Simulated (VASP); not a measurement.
# NiO2 (P-3m1) in VASP: notebook

Runs on NiO2. Level: PBEsol. Tasks: single point.

All numbers are computed with VASP 6.6.1; they aren't measurements. Logs are shortened: lines on timing, memory, paths and dates and some standing lists are left out, and cuts for length are marked.

**1. The cell of the first run**

Symmetry: P-3m1, No. 164, trigonal system. The conventional cell has a = 2.766 Å, b = 2.766 Å, c = 5.039 Å, α = 90.00°, β = 90.00°, γ = 120.00°. Ni (site symmetry -3m) has 6 O at 1.96 Å within 2.6 Å. O (site symmetry 3m) has 3 Ni at 1.96 Å within 2.6 Å.

**2. Single point, PBEsol (c/a of the conventional cell at fixed volume 1.8219)**

Input file INCAR:

```
SYSTEM = NiO2
ALGO = Normal ; EDIFF = 1E-7
ENCUT = 520 ; GGA = PS
ISIF = 2 ; ISMEAR = 0
LASPH = .TRUE. ; LCHARG = .FALSE.
LREAL = .FALSE. ; LWAVE = .FALSE.
NBANDS = 18 ; NELM = 100
PREC = Accurate ; SIGMA = 0.05
```

Input file KPOINTS:

```
k-points
0
G
  12 12 6
  0 0 0
```

Input file POSCAR:

```
NiO2
1.0
    2.7656549825      0.0000000000      0.0000000000
   -1.3828274913      2.3951274729      0.0000000000
    0.0000000000      0.0000000000      5.0387468126
Ni O
1 2
Direct
    0.0000000000      0.0000000000      0.5000000000
    0.6666666667      0.3333333333      0.7253664501
    0.3333333333      0.6666666667      0.2746335499
```

Potentials or basis: VASP PAW PBE potentials, release 64 (Ni, O).

Launch:

```
$ cat potpaw_PBE.64/Ni/POTCAR potpaw_PBE.64/O/POTCAR > POTCAR
$ mpirun -np 1 vasp_std > vasp.out
```

OUTCAR:

```text
SYSTEM = NiO2
   EDIFF = 1E-7
   ENCUT = 520
   GGA = PS
   ISIF = 2
   ISMEAR = 0
   LASPH = .TRUE.
   LREAL = .FALSE.
   NELM = 100
   PREC = Accurate

 ion  position               nearest neighbor table
   1  0.000  0.000  0.500-   2 1.96   3 1.96   3 1.96   2 1.96   2 1.96   3 1.96
   2  0.667  0.333  0.725-   1 1.96   1 1.96   1 1.96
   3  0.333  0.667  0.275-   1 1.96   1 1.96   1 1.96

  LATTYP: Found a hexagonal cell.
 ALAT       =     2.7656549825
 C/A-ratio  =     1.8219000000

  Lattice vectors:

 A1 = (   2.7656549825,   0.0000000000,   0.0000000000)
 A2 = (  -1.3828274913,   2.3951274729,   0.0000000000)
 A3 = (   0.0000000000,   0.0000000000,   5.0387468126)

Analysis of symmetry for initial positions (statically):
=====================================================================
 Subroutine PRICEL returns:
 Original cell was already a primitive cell.

 Routine SETGRP: Setting up the symmetry group for a
 hexagonal supercell.

 Subroutine GETGRP returns: Found 12 space group operations
 (whereof 12 operations were pure point group operations)
 out of a pool of 24 trial point group operations.

The static configuration has the point symmetry D_3d.

Analysis of symmetry for dynamics (positions and initial velocities):
=====================================================================
 Subroutine PRICEL returns:
 Original cell was already a primitive cell.

 Routine SETGRP: Setting up the symmetry group for a
 hexagonal supercell.

 Subroutine GETGRP returns: Found 12 space group operations
 (whereof 12 operations were pure point group operations)
 out of a pool of 24 trial point group operations.

The dynamic configuration has the point symmetry D_3d.

 Subroutine INISYM returns: Found 12 space group operations
 (whereof 12 operations are pure point group operations),
 and found     1 'primitive' translations

----------------------------------------------------------------------------------------

                                     Primitive cell

  volume of cell :      33.3771

  direct lattice vectors                    reciprocal lattice vectors
     2.765654983  0.000000000  0.000000000     0.361578001  0.208757156  0.000000000
    -1.382827491  2.395127473  0.000000000     0.000000000  0.417514312  0.000000000
     0.000000000  0.000000000  5.038746813     0.000000000  0.000000000  0.198462046

  length of vectors
[... 84 lines left out ...]
   EDIFF  = 0.1E-06   stopping-criterion for ELM
   LREAL  =      F    real-space projection
   EDIFFG = 0.1E-05   stopping-criterion for IOM
   NSW    =      0    number of steps for IOM
   IBRION =     -1    ionic relax: 0-MD 1-quasi-New 2-CG
   NFREE  =      0    steps in history (QN), initial steepest desc. (CG)
   ISIF   =      2    stress and relaxation
   ISYM   =      2    0-nonsym 1-usesym 2-fastsym
   POTIM  = 0.5000    time-step for ionic-motion
   TEBEG  =    0.0;   TEEND  =   0.0 temperature during run
   PSTRESS=    0.0 pullay stress
   NELECT =      22.0000    total number of electrons
   NUPDOWN=      -1.0000    fix difference up-down
   EMIN   =  10.00;   EMAX   =-10.00  energy-range for DOS
   EFERMI =   0.00;   METHOD = LEGACY
   ISMEAR =     0;   SIGMA  =   0.05  broadening in eV -4-tet -1-fermi 0-gaus
   EFERMI_NEDOS =   21; number of points for ismear=-14 and -15
   IALGO  =     38    algorithm
   IMIX   =      4    mixing-type and parameters
     AMIX     =   0.40;   BMIX     =  1.00
     AMIX_MAG =   1.60;   BMIX_MAG =  1.00
  volume/ion in A,a.u.               =      11.13        75.08
  Fermi-wavevector in a.u.,A,eV,Ry     =   1.424730  2.692350 27.617874  2.029856
  Thomas-Fermi vector in A             =   2.545190
   LORBIT       =      0    0 simple, 1 ext, 2 COOP (PROOUT), +10 PAW based schemes
   GGA     = PS    functional components
   LHFCALC =     F    Hartree Fock is set to
   AEXX    =    0.0000 exact exchange contribution
   IVDW    =     0    specifies the selected vdW correction
   LEPSILON=     F    determine dielectric tensor
   LRPA    =     F    only Hartree local field effects (RPA)
 non-spin polarized calculation
 Gauss-broadening in eV      SIGMA  =   0.05
  energy-cutoff  :      520.00
  volume of cell :       33.38
 maximum number of plane-waves:       916
 NGX is ok and might be reduce to    24
   NGX = 11   NGY = 11   NGZ = 19

 number of electron      21.9999998 magnetization

 Free energy of the ion-electron system (eV)
  ---------------------------------------------------
  ext. energy  EPLUGINS =         0.00000000
  ---------------------------------------------------
  free energy    TOTEN  =       -18.14993749 eV

  energy without entropy =      -18.14993749  energy(sigma->0) =      -18.14993749

 E-fermi :   1.9198     XC(G=0): -10.7737

 val. band max:        1.6682387873   @ k =   0.1667  -0.0000   0.5000
 cond. band min:       2.5080088573   @ k =   0.2500  -0.0000   0.3333
 fundamental gap:      0.8397700700
 Fermi energy:         1.9198078136

 k-point     1 :       0.0000    0.0000    0.0000
  band No.  band energies     occupation
      1     -16.7996      2.00000
      2     -15.3007      2.00000
      3      -3.7071      2.00000
      4      -2.3603      2.00000
      5      -2.3603      2.00000
      6      -0.0250      2.00000
[... 481 lines left out ...]
      5      -2.2165      2.00000
      6      -0.9104      2.00000
[... 10 lines left out ...]
     17      19.3261      0.00000
     18      21.8732      0.00000

 [... further k-points ...]

------------------------ aborting loop because EDIFF is reached ----------------------------------------

  FORCE on cell =-STRESS in cart. coord.  units (eV):
  Direction    XX          YY          ZZ          XY          YZ          ZX
  --------------------------------------------------------------------------------------
  -------------------------------------------------------------------------------------
  Total       -2.7365846     -2.7365846     -6.7246882      0.0000000     -0.0000000     -0.0000000
  in kB     -131.3621643   -131.3621643   -322.8000316      0.0000000     -0.0000000     -0.0000000
  external PRESSURE =    -195.1747867 kB  Pullay stress =       0.0000000 kB

 VOLUME and BASIS-vectors are now :
 -----------------------------------------------------------------------------
  energy-cutoff  :      520.00
  volume of cell :       33.38
      direct lattice vectors                 reciprocal lattice vectors
     2.765654983  0.000000000  0.000000000     0.361578001  0.208757156  0.000000000
    -1.382827491  2.395127473  0.000000000     0.000000000  0.417514312  0.000000000
     0.000000000  0.000000000  5.038746813     0.000000000  0.000000000  0.198462046

 POSITION                                       TOTAL-FORCE (eV/Angst)
 -----------------------------------------------------------------------------------
      0.00000      0.00000      2.51937        -0.000000      0.000000      0.000000
      1.38283      0.79838      3.65494        -0.000000     -0.000000     -2.930477
     -0.00000      1.59675      1.38381         0.000000      0.000000      2.930477
 -----------------------------------------------------------------------------------
    total drift:                                0.000000     -0.000000      0.000000

  FREE ENERGIE OF THE ION-ELECTRON SYSTEM (eV)
  ---------------------------------------------------
  free  energy   TOTEN  =       -18.1499374888 eV

  energy  without entropy=      -18.1499374888  energy(sigma->0) =      -18.14993749
```

Wall time 38 s (1 thread of Intel Xeon Platinum 8488C (Sapphire Rapids), shared host); peak memory 0.19 GiB.

What came out:

```
Free energy            : -18.1499 eV
Pressure               : -19.5 GPa
Largest force          : 2.930 eV/Å
Band gap on the k mesh : 0.84 eV, indirect (least direct gap 0.89 eV)
```

Forces on the atoms (eV/Å):
```
Ni   0.000  0.000  0.000
O    0.000  0.000 -2.930
O    0.000  0.000  2.930
```

Stress tensor (GPa, compression positive):
```
-13.14   0.00   0.00
  0.00 -13.14   0.00
  0.00   0.00 -32.28
```

Caveat: the PAW data sets were made with another functional, which shifts forces and pressure a little. A k mesh can miss the band edges.

**3. Single point, PBEsol (c/a of the conventional cell at fixed volume 1.7861)**

Input file INCAR:

```
  ALGO = Normal
  EDIFF = 1E-6
  ENCUT = 520
  GGA = PS
  ISIF = 2
  ISMEAR = 0
  LASPH = T
  LCHARG = F
  LREAL = F
  LWAVE = F
  NBANDS = 18
  NELM = 100
  PREC = Accurate
  SIGMA = 0.05
```

Input file KPOINTS:

```
k-points
0
Gamma
  12 12 6
```

Input file POSCAR:

```
NiO2
1.0
    2.7839850047      0.0000000000      0.0000000000
   -1.3919925024      2.4110017378      0.0000000000
    0.0000000000      0.0000000000      4.9726140668
Ni O
1 2
Direct
    0.0000000000      0.0000000000      0.5000000000
    0.6666666667      0.3333333333      0.6499533987
    0.3333333333      0.6666666667      0.3500466013
```

Potentials or basis: VASP PAW PBE potentials, release 64 (Ni, O).

Launch:

```
$ cat potpaw_PBE.64/Ni/POTCAR potpaw_PBE.64/O/POTCAR > POTCAR
$ mpirun -np 1 vasp_std > vasp.out
```

It took 1.9 min on 1 thread of AMD EPYC 7R43 (Zen 3), shared host; peak memory 0.16 GiB.

Results (log left out):

| Item | Value |
| --- | --- |
| Free energy | -17.9896 eV |
| Pressure | 32.1 GPa |
| Largest force | 4.205 eV/Å |
| Band gap on the k mesh | 0.93 eV, indirect (least direct gap 1.45 eV) |

Forces on the atoms (eV/Å):
```
Ni   0.000  0.000  0.000
O    0.000  0.000  4.205
O    0.000  0.000 -4.205
```

Stress tensor (GPa, compression positive):
```
33.30  0.00  0.00
 0.00 33.30  0.00
 0.00  0.00 29.73
```

Levels at points of the mesh, in eV from the valence-band top:
```
           k point  band 8  band 9  band 10  band 11  band 12  band 13  band 14  band 15
(0.00, 0.00, 0.00)   -1.88   -1.79    -1.79    -0.13     2.54     2.54     6.96    11.21
(0.50, 0.00, 0.00)   -2.58   -2.38    -1.94    -1.19     1.36     2.54    12.14    12.27
(0.00, 0.00, 0.50)   -2.39   -1.79    -1.79     0.00     2.54     2.54     8.19    10.37
(0.50, 0.00, 0.50)   -2.59   -2.37    -1.75    -1.22     1.35     2.52    11.17    12.53
```

Caveat: the PAW data sets were made with another functional, which shifts forces and pressure a little. A k mesh can miss the band edges.

**4. Single point, PBEsol (c/a of the conventional cell at fixed volume 1.8576)**

Input file INCAR:

```
PREC = Accurate
ENCUT = 520
EDIFF = 1E-6
ISMEAR = 0
SIGMA = 0.05
LREAL = F
LASPH = T
NELM = 80
ALGO = Normal
ISIF = 2
LWAVE = F
LCHARG = F
GGA = PS
NBANDS = 18
```

Input file KPOINTS:

```
regular mesh
0
Gamma
  12 12 6
```

Input file POSCAR:

```
NiO2
1.0
    2.7478231521      0.0000000000      0.0000000000
   -1.3739115761      2.3796846548      0.0000000000
    0.0000000000      0.0000000000      5.1043562873
Ni O
1 2
Direct
    0.0000000000      0.0000000000      0.5000000000
    0.6666666667      0.3333333333      0.6750910825
    0.3333333333      0.6666666667      0.3249089175
```

Launch:

```
$ cat potpaw_PBE.64/Ni/POTCAR potpaw_PBE.64/O/POTCAR > POTCAR
$ mpirun -np 1 vasp_std > vasp.out
```

Wall time 84 s (1 thread of AMD EPYC 7R43 (Zen 3), shared host); peak memory 0.14 GiB.

It converged, with:

```
Free energy            : -18.6695 eV
Pressure               : 12.6 GPa
Largest force          : 1.257 eV/Å
Band gap on the k mesh : 1.16 eV, indirect (least direct gap 1.46 eV)
```

Forces on the atoms (eV/Å):
```
Ni   0.000  0.000  0.000
O    0.000  0.000  1.257
O    0.000  0.000 -1.257
```

Stress tensor (GPa, compression positive):
```
13.70  0.00  0.00
 0.00 13.70  0.00
 0.00  0.00 10.38
```

Levels at points of the mesh, in eV from the valence-band top:
```csv
k point,band 7,band 8,band 9,band 10,band 11,band 12,band 13,band 14,band 15,band 16
"(0.00, 0.00, 0.00)",-2.35,-1.25,-1.20,-1.20,-0.23,2.51,2.51,7.64,11.29,13.56
"(0.50, 0.00, 0.00)",-3.13,-2.03,-1.95,-1.80,-1.08,1.74,2.40,12.72,13.28,14.14
"(0.00, 0.00, 0.50)",-2.35,-1.87,-1.21,-1.21,-0.05,2.51,2.51,9.21,10.17,12.58
"(0.50, 0.00, 0.50)",-3.11,-1.95,-1.81,-1.80,-1.13,1.74,2.38,11.99,13.08,14.70
```

Caveat: the PAW data sets were made with another functional, which shifts forces and pressure a little. Spin polarisation is off, so any magnetic state and its effect on volume and gap are missing.

**5. The runs side by side**

```csv
cell,gap on the mesh (eV),pressure (GPa),largest force (eV/Å)
"a = 2.766, b = 2.766, c = 5.039 Å, angles 90.0, 90.0, 120.0°, 3 atoms",0.84,-19.5,2.93
"a = 2.784, b = 2.784, c = 4.973 Å, angles 90.0, 90.0, 120.0°, 3 atoms",0.93,32.1,4.21
"a = 2.748, b = 2.748, c = 5.104 Å, angles 90.0, 90.0, 120.0°, 3 atoms",1.16,12.6,1.26
```

Alike in all rows: task single point; level PBEsol; potentials or basis VASP PAW PBE potentials, release 64 (Ni, O); no spin polarisation; k mesh 12 × 12 × 6; cutoff (eV) 520; smearing gaussian 0.05 eV.

Caveats: the PAW data sets were made with another functional, which shifts forces and pressure a little.

Absolute energies hang on the potentials; compare differences alone.
